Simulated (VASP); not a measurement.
# ZnSe (F-43m) in VASP: notebook

The runs below take ZnSe through single point, with PBE, PBE+D3(BJ).

All numbers are computed with VASP 6.6.1; they aren't measurements. Logs are shortened: lines on timing, memory, paths and dates and some standing lists are left out, and cuts for length are marked.

## 1. The cell of the first run

It takes space group F-43m (No. 216, cubic). The conventional cell has a = 5.665 Å, b = 5.665 Å, c = 5.665 Å, α = 90.00°, β = 90.00°, γ = 90.00°. Within 3.2 Å of Zn (site symmetry -43m) lie 4 Se at 2.45 Å. Within 3.2 Å of Se (site symmetry -43m) lie 4 Zn at 2.45 Å.

## 2. Single point, PBE

File INCAR:

```
PREC = Accurate
ENCUT = 500
EDIFF = 1E-6
ISMEAR = 0
SIGMA = 0.01
LREAL = F
LASPH = T
NELM = 120
ALGO = Normal
ISIF = 2
LWAVE = F
LCHARG = F
GGA = PE
NBANDS = 16
GGA_COMPAT = F
```

File KPOINTS:

```
regular mesh
0
Gamma
  6 6 6
```

File POSCAR:

```
ZnSe
1.0
    0.0000000000      2.8324206805      2.8324206805
    2.8324206805      0.0000000000      2.8324206805
    2.8324206805      2.8324206805      0.0000000000
Zn Se
1 1
Direct
    0.0000000000      0.0000000000      0.0000000000
    0.2500000000      0.2500000000      0.2500000000
```

Potentials or basis: VASP PAW PBE potentials, release 64 (Zn, Se).

On the command line:

```console
$ cat potpaw_PBE.64/Zn/POTCAR potpaw_PBE.64/Se/POTCAR > POTCAR
$ mpirun -np 1 vasp_std > vasp.out
```

OUTCAR:

```text
PREC = Accurate
   ENCUT = 500
   EDIFF = 1E-6
   ISMEAR = 0
   LREAL = F
   LASPH = T
   NELM = 120
   ISIF = 2
   GGA = PE

 ion  position               nearest neighbor table
   1  0.000  0.000  0.000-   2 2.45   2 2.45   2 2.45   2 2.45
   2  0.250  0.250  0.250-   1 2.45   1 2.45   1 2.45   1 2.45

  LATTYP: Found a face centered cubic cell.
 ALAT       =     5.6648413610

  Lattice vectors:

 A1 = (   0.0000000000,   2.8324206805,   2.8324206805)
 A2 = (   2.8324206805,   0.0000000000,   2.8324206805)
 A3 = (   2.8324206805,   2.8324206805,   0.0000000000)

Analysis of symmetry for initial positions (statically):
=====================================================================
 Subroutine PRICEL returns:
 Original cell was already a primitive cell.

 Routine SETGRP: Setting up the symmetry group for a
 face centered cubic supercell.

 Subroutine GETGRP returns: Found 24 space group operations
 (whereof 24 operations were pure point group operations)
 out of a pool of 48 trial point group operations.

The static configuration has the point symmetry T_d .

Analysis of symmetry for dynamics (positions and initial velocities):
=====================================================================
 Subroutine PRICEL returns:
 Original cell was already a primitive cell.

 Routine SETGRP: Setting up the symmetry group for a
 face centered cubic supercell.

 Subroutine GETGRP returns: Found 24 space group operations
 (whereof 24 operations were pure point group operations)
 out of a pool of 48 trial point group operations.

The dynamic configuration has the point symmetry T_d .

 Subroutine INISYM returns: Found 24 space group operations
 (whereof 24 operations are pure point group operations),
 and found     1 'primitive' translations

----------------------------------------------------------------------------------------

                                     Primitive cell

  volume of cell :      45.4468

  direct lattice vectors                    reciprocal lattice vectors
     0.000000000  2.832420680  2.832420680    -0.176527450  0.176527450  0.176527450
     2.832420680  0.000000000  2.832420680     0.176527450 -0.176527450  0.176527450
     2.832420680  2.832420680  0.000000000     0.176527450  0.176527450 -0.176527450

  length of vectors
     4.005647741  4.005647741  4.005647741     0.305754512  0.305754512  0.305754512

  position of ions in fractional coordinates (direct lattice)
     0.000000000  0.000000000  0.000000000
     0.250000000  0.250000000  0.250000000

  ion indices of the primitive-cell ions
   primitive index   ion index
                 1           1
                 2           2

----------------------------------------------------------------------------------------

 KPOINTS: regular mesh

Automatic generation of k-mesh.
 Grid dimensions read from file:
 generate k-points for:    6    6    6

 Generating k-lattice:

  Cartesian coordinates                     Fractional coordinates (reciprocal lattice)
    -0.029421242  0.029421242  0.029421242     0.166666667  0.000000000  0.000000000
     0.029421242 -0.029421242  0.029421242     0.000000000  0.166666667  0.000000000
     0.029421242  0.029421242 -0.029421242     0.000000000  0.000000000  0.166666667

  Length of vectors
     0.050959085  0.050959085  0.050959085

  Shift w.r.t. Gamma in fractional coordinates (k-lattice)
     0.000000000  0.000000000  0.000000000

 Subroutine IBZKPT returns following result:
 ===========================================

 Found     16 irreducible k-points:

 Following reciprocal coordinates:
            Coordinates               Weight
  0.000000  0.000000  0.000000      1.000000
  0.166667  0.000000  0.000000      8.000000
  0.333333  0.000000  0.000000      8.000000
  0.500000  0.000000  0.000000      4.000000
  0.166667  0.166667  0.000000      6.000000
  0.333333  0.166667  0.000000     24.000000
[... 8 lines left out ...]
 -0.333333  0.333333  0.166667     24.000000
 -0.333333  0.500000  0.166667     12.000000
   k-points           NKPTS =     16   k-points in BZ     NKDIM =     16   number of bands    NBANDS=     16
   number of dos      NEDOS =    301   number of ions     NIONS =      2
   total plane-waves  NPLWV =  27000
   dimension x,y,z NGX =    30 NGY =   30 NGZ =   30
   dimension x,y,z NGXF=    60 NGYF=   60 NGZF=   60
   ions per type =               1   1
   NGX,Y,Z   is equivalent  to a cutoff of  12.45, 12.45, 12.45 a.u.
   NGXF,Y,Z  is equivalent  to a cutoff of  24.90, 24.90, 24.90 a.u.
 SYSTEM =  unknown system
   PREC   = accura    normal or accurate (medium, high low for compatibility)
   ISTART =      0    job   : 0-new  1-cont  2-samecut
   ICHARG =      2    charge: 1-file 2-atom 10-const
   ISPIN  =      1    spin polarized calculation?
   LNONCOLLINEAR =      F non collinear calculations
   LSORBIT =      F    spin-orbit coupling
   LASPH  =      T    aspherical Exc in radial PAW
   ENCUT  =  500.0 eV  36.75 Ry    6.06 a.u.   7.30  7.30  7.30*2*pi/ulx,y,z
   NELM   =    120;   NELMIN=  2; NELMDL= -5     # of ELM steps
   EDIFF  = 0.1E-05   stopping-criterion for ELM
   LREAL  =      F    real-space projection
[... 7 lines left out ...]
   TEBEG  =    0.0;   TEEND  =   0.0 temperature during run
   PSTRESS=    0.0 pullay stress
   NELECT =      18.0000    total number of electrons
   NUPDOWN=      -1.0000    fix difference up-down
   EMIN   =  10.00;   EMAX   =-10.00  energy-range for DOS
   EFERMI =   0.00;   METHOD = LEGACY
   ISMEAR =     0;   SIGMA  =   0.01  broadening in eV -4-tet -1-fermi 0-gaus
   EFERMI_NEDOS =   21; number of points for ismear=-14 and -15
   IALGO  =     38    algorithm
   IMIX   =      4    mixing-type and parameters
     AMIX     =   0.40;   BMIX     =  1.00
     AMIX_MAG =   1.60;   BMIX_MAG =  1.00
  volume/ion in A,a.u.               =      22.72       153.35
  Fermi-wavevector in a.u.,A,eV,Ry     =   1.202259  2.271939 19.666213  1.445426
  Thomas-Fermi vector in A             =   2.338045
   LORBIT       =      0    0 simple, 1 ext, 2 COOP (PROOUT), +10 PAW based schemes
   GGA     = PE    functional components
   LHFCALC =     F    Hartree Fock is set to
   AEXX    =    0.0000 exact exchange contribution
   IVDW    =     0    specifies the selected vdW correction
   LEPSILON=     F    determine dielectric tensor
   LRPA    =     F    only Hartree local field effects (RPA)
 non-spin polarized calculation
 Gauss-broadening in eV      SIGMA  =   0.01
  energy-cutoff  :      500.00
  volume of cell :       45.45
 maximum number of plane-waves:      1167
 NGX is ok and might be reduce to    30
   NGX = 15   NGY = 15   NGZ = 15

 number of electron      18.0000011 magnetization

 Free energy of the ion-electron system (eV)
  ---------------------------------------------------
  ext. energy  EPLUGINS =         0.00000000
  ---------------------------------------------------
  free energy    TOTEN  =        -6.01379877 eV

  energy without entropy =       -6.01379877  energy(sigma->0) =       -6.01379877

 E-fermi :   1.6846     XC(G=0):  -9.3268

 val. band max:        1.6292501566   @ k =   0.0000   0.0000   0.0000
 cond. band min:       2.9239365259   @ k =   0.0000   0.0000   0.0000
 fundamental gap:      1.2946863693
 Fermi energy:         1.6846118197

 k-point     1 :       0.0000    0.0000    0.0000
  band No.  band energies     occupation
      1     -11.6388      2.00000
      2      -4.9255      2.00000
      3      -4.9254      2.00000
      4      -4.9254      2.00000
      5      -4.5547      2.00000
      6      -4.5547      2.00000
[... 8 lines left out ...]
     15      13.0907      0.00000
     16      13.0907      0.00000

 k-point     2 :       0.1667    0.0000    0.0000
  band No.  band energies     occupation
      1     -11.4638      2.00000
      2      -4.9092      2.00000
      3      -4.8988      2.00000
      4      -4.8988      2.00000
      5      -4.5564      2.00000
      6      -4.5564      2.00000
[... 8 lines left out ...]
     15      12.0906      0.00000
     16      12.6528      0.00000

 k-point     3 :       0.3333    0.0000    0.0000
  band No.  band energies     occupation
      1     -11.0710      2.00000
      2      -4.8540      2.00000
      3      -4.8540      2.00000
      4      -4.7551      2.00000
      5      -4.5482      2.00000
      6      -4.5482      2.00000
[... 8 lines left out ...]
     15      12.6828      0.00000
     16      12.6828      0.00000

 k-point     4 :       0.5000    0.0000    0.0000
  band No.  band energies     occupation
      1     -10.8467      2.00000
      2      -4.8377      2.00000
      3      -4.8377      2.00000
      4      -4.5362      2.00000
      5      -4.5362      2.00000
      6      -4.3954      2.00000
[... 8 lines left out ...]
     15      14.7402      0.00000
     16      14.7402      0.00000

 k-point     5 :       0.1667    0.1667    0.0000
  band No.  band energies     occupation
      1     -11.4053      2.00000
      2      -4.9373      2.00000
      3      -4.8731      2.00000
      4      -4.8731      2.00000
      5      -4.5729      2.00000
      6      -4.5426      2.00000
[... 8 lines left out ...]
     15      13.4812      0.00000
     16      13.6615      0.00000

 k-point     6 :       0.3333    0.1667    0.0000
  band No.  band energies     occupation
      1     -11.0814      2.00000
      2      -4.8915      2.00000
      3      -4.8199      2.00000
      4      -4.7983      2.00000
      5      -4.5661      2.00000
      6      -4.5323      2.00000
[... 8 lines left out ...]
     15      13.8309      0.00000
     16      14.2031      0.00000

 k-point     7 :       0.5000    0.1667    0.0000
  band No.  band energies     occupation
      1     -10.7859      2.00000
      2      -4.8365      2.00000
      3      -4.7973      2.00000
      4      -4.6070      2.00000
      5      -4.5326      2.00000
      6      -4.4171      2.00000
[... 8 lines left out ...]
     15      14.4314      0.00000
     16      14.7846      0.00000

 k-point     8 :      -0.3333    0.1667    0.0000
  band No.  band energies     occupation
      1     -10.8614      2.00000
      2      -4.8304      2.00000
      3      -4.8162      2.00000
      4      -4.6312      2.00000
      5      -4.5583      2.00000
      6      -4.4998      2.00000
[... 8 lines left out ...]
     15      13.3340      0.00000
     16      14.8138      0.00000

 k-point     9 :      -0.1667    0.1667    0.0000
  band No.  band energies     occupation
      1     -11.2129      2.00000
      2      -4.8674      2.00000
      3      -4.8664      2.00000
      4      -4.8470      2.00000
      5      -4.5698      2.00000
      6      -4.5389      2.00000
[... 8 lines left out ...]
     15      12.8635      0.00000
     16      14.3075      0.00000

 k-point    10 :       0.3333    0.3333    0.0000
  band No.  band energies     occupation
      1     -10.8792      2.00000
      2      -4.9194      2.00000
      3      -4.7479      2.00000
      4      -4.7479      2.00000
      5      -4.5525      2.00000
      6      -4.5183      2.00000
[... 8 lines left out ...]
     15      14.5787      0.00000
     16      16.9008      0.00000

 k-point    11 :       0.5000    0.3333    0.0000
  band No.  band energies     occupation
      1     -10.6518      2.00000
      2      -4.8604      2.00000
      3      -4.7130      2.00000
      4      -4.6781      2.00000
      5      -4.5194      2.00000
      6      -4.4000      2.00000
[... 8 lines left out ...]
     15      15.1201      0.00000
     16      15.9186      0.00000

 k-point    12 :      -0.3333    0.3333    0.0000
  band No.  band energies     occupation
      1     -10.6450      2.00000
      2      -4.8271      2.00000
      3      -4.7448      2.00000
      4      -4.5968      2.00000
      5      -4.5467      2.00000
      6      -4.3244      2.00000
[... 8 lines left out ...]
     15      12.7873      0.00000
     16      17.2310      0.00000

 k-point    13 :       0.5000    0.5000    0.0000
  band No.  band energies     occupation
      1     -10.5775      2.00000
      2      -4.8943      2.00000
      3      -4.6717      2.00000
      4      -4.6717      2.00000
      5      -4.5062      2.00000
      6      -4.3749      2.00000
[... 8 lines left out ...]
     15      15.5632      0.00000
     16      16.0604      0.00000

 k-point    14 :       0.5000    0.3333    0.1667
  band No.  band energies     occupation
      1     -10.7982      2.00000
      2      -4.8330      2.00000
      3      -4.7865      2.00000
      4      -4.6855      2.00000
      5      -4.5383      2.00000
      6      -4.4882      2.00000
[... 8 lines left out ...]
     15      14.5189      0.00000
     16      15.9394      0.00000

 k-point    15 :      -0.3333    0.3333    0.1667
  band No.  band energies     occupation
      1     -10.6449      2.00000
      2      -4.8128      2.00000
      3      -4.7574      2.00000
      4      -4.5905      2.00000
      5      -4.5610      2.00000
      6      -4.3106      2.00000
[... 8 lines left out ...]
     15      14.6996      0.00000
     16      15.6552      0.00000

 k-point    16 :      -0.3333    0.5000    0.1667
  band No.  band energies     occupation
      1     -10.5738      2.00000
      2      -4.8280      2.00000
      3      -4.7083      2.00000
      4      -4.6355      2.00000
      5      -4.5403      2.00000
      6      -4.2827      2.00000
[... 8 lines left out ...]
     15      15.3928      0.00000
     16      15.8170      0.00000

------------------------ aborting loop because EDIFF is reached ----------------------------------------

  FORCE on cell =-STRESS in cart. coord.  units (eV):
  Direction    XX          YY          ZZ          XY          YZ          ZX
  --------------------------------------------------------------------------------------
  -------------------------------------------------------------------------------------
  Total        0.6981252      0.6981252      0.6981252     -0.0000000      0.0000000     -0.0000000
  in kB       24.6116437     24.6116437     24.6116437     -0.0000000      0.0000000     -0.0000000
  external PRESSURE =      24.6116437 kB  Pullay stress =       0.0000000 kB

 VOLUME and BASIS-vectors are now :
 -----------------------------------------------------------------------------
  energy-cutoff  :      500.00
  volume of cell :       45.45
      direct lattice vectors                 reciprocal lattice vectors
     0.000000000  2.832420680  2.832420680    -0.176527450  0.176527450  0.176527450
     2.832420680  0.000000000  2.832420680     0.176527450 -0.176527450  0.176527450
     2.832420680  2.832420680  0.000000000     0.176527450  0.176527450 -0.176527450

 POSITION                                       TOTAL-FORCE (eV/Angst)
 -----------------------------------------------------------------------------------
      0.00000      0.00000      0.00000         0.000000      0.000000      0.000000
      1.41621      1.41621      1.41621        -0.000000     -0.000000     -0.000000
 -----------------------------------------------------------------------------------
    total drift:                               -0.000000     -0.000000     -0.000000

  FREE ENERGIE OF THE ION-ELECTRON SYSTEM (eV)
  ---------------------------------------------------
  free  energy   TOTEN  =        -6.0137987680 eV

  energy  without entropy=       -6.0137987680  energy(sigma->0) =       -6.01379877
```

It took 20 s on 1 thread of Intel Xeon Platinum 8175M at 2.50GHz (Skylake/Cascade Lake), shared host; peak memory 0.16 GiB.

Results:

```yaml
Free_energy: -6.0138 eV
Pressure: 2.5 GPa
Band_gap_on_the_k_mesh: 1.29 eV, direct
```

## 3. Single point, PBE+D3(BJ)

INCAR, as its differences from that of step 2:

```diff
@@ -13,2 +13,3 @@
 GGA = PE
+IVDW = 12
 NBANDS = 16
```

File KPOINTS:

```
Automatic mesh
0
Gamma
  6 6 6
```

POSCAR is that of step 2.

Potentials or basis: VASP PAW PBE potentials, release 64 (Zn, Se).

On the command line:

```console
$ cat potpaw_PBE.64/Zn/POTCAR potpaw_PBE.64/Se/POTCAR > POTCAR
$ mpirun -np 1 vasp_std > vasp.out
```

It took 18 s on 1 thread of Intel Xeon Platinum 8175M at 2.50GHz (Skylake/Cascade Lake), shared host; peak memory 0.17 GiB.

The run converged. Its results:

* Free energy: -6.6594 eV
* Pressure: -0.1 GPa
* Band gap on the k mesh: 1.29 eV, direct
* Dispersion energy per atom: -0.323 eV

Levels at points of the mesh, in eV from the valence-band top:
```tsv
k point	band 6	band 7	band 8	band 9	band 10	band 11	band 12	band 13
(0.00, 0.00, 0.00)	-6.18	0.00	0.00	0.00	1.29	5.80	5.80	5.80
(0.50, 0.00, 0.00)	-6.02	-5.24	-0.87	-0.87	2.54	6.38	6.38	8.58
(0.50, 0.50, 0.00)	-6.00	-4.76	-2.19	-2.19	2.98	3.46	10.75	11.26
```

## 4. Single point, PBE

File INCAR:

```
SYSTEM = ZnSe
  ALGO = Normal
  EDIFF = 1E-6
  ENCUT = 500
  GGA = PE
  GGA_COMPAT = .FALSE.
  ISIF = 2
  ISMEAR = 0
  ISYM = 0
  LASPH = .TRUE.
  LCHARG = .FALSE.
  LREAL = .FALSE.
  LWAVE = .FALSE.
  NBANDS = 16
  NELM = 120
  PREC = Accurate
  SIGMA = 0.01
```

File KPOINTS:

```
k-points
0
G
  8 8 1
  0 0 0
```

POSCAR is that of step 3.

On the command line:

```console
$ cat potpaw_PBE.64/Zn/POTCAR potpaw_PBE.64/Se/POTCAR > POTCAR
$ mpirun -np 1 vasp_std > vasp.out
```

It took 33 s on 1 thread of Intel Xeon Platinum 8175M at 2.50GHz (Skylake/Cascade Lake), shared host; peak memory 0.18 GiB.

The run converged, but its numbers aren't listed here, since they failed a check.

Caveat: the k points lie up to 1.92 Å⁻¹ apart.

## 5. Single point, PBE

File INCAR:

```
  ALGO = Normal
  EDIFF = 1E-6
  ENCUT = 500
  GGA = PE
  GGA_COMPAT = F
  ISIF = 2
  ISMEAR = 0
  ISYM = 0
  LASPH = T
  LCHARG = F
  LREAL = F
  LWAVE = F
  NBANDS = 16
  NELM = 120
  PREC = Accurate
  SIGMA = 0.01
```

File KPOINTS:

```
Automatic mesh
0
Gamma
  6 6 6
  0.5 0.5 0.5
```

POSCAR is that of step 4.

On the command line:

```console
$ cat potpaw_PBE.64/Zn/POTCAR potpaw_PBE.64/Se/POTCAR > POTCAR
$ mpirun -np 1 vasp_std > vasp.out
```

Wall time 6.4 min (1 thread of Intel Xeon Platinum 8175M at 2.50GHz (Skylake/Cascade Lake), shared host); peak memory 0.42 GiB.

It converged, with:

```
Free energy            : -6.0198 eV
Pressure               : 2.4 GPa
Band gap on the k mesh : 1.98 eV, direct
```

Levels at points of the mesh, in eV from the valence-band top:
```csv
k point,band 6,band 7,band 8,band 9,band 10,band 11,band 12,band 13
"(0.08, 0.08, 0.08)",-6.11,-0.67,0.00,0.00,1.98,5.81,5.99,5.99
```

A k mesh can miss the band edges. A hybrid or GW would open this gap; PBE tends to underestimate it.

## 6. Summary

```csv
level,k mesh,gap on the mesh (eV),pressure (GPa)
PBE,6 × 6 × 6,1.29,2.5
PBE+D3(BJ),6 × 6 × 6,1.29,-0.1
PBE,"6 × 6 × 6, shifted",1.98,2.4
```

Alike in all rows: task single point; potentials or basis VASP PAW PBE potentials, release 64 (Zn, Se); no spin polarisation; cell as given; cutoff (eV) 500; smearing gaussian 0.01 eV.

On the cell as given the gap runs from 1.29 eV (PBE) to 1.98 eV (PBE). The pressure there spans -0.1 GPa (PBE+D3(BJ)) to 2.5 GPa (PBE); a positive pressure means that this level wants a larger cell, a negative one a smaller.

Absolute energies hang on the potentials; compare differences alone.
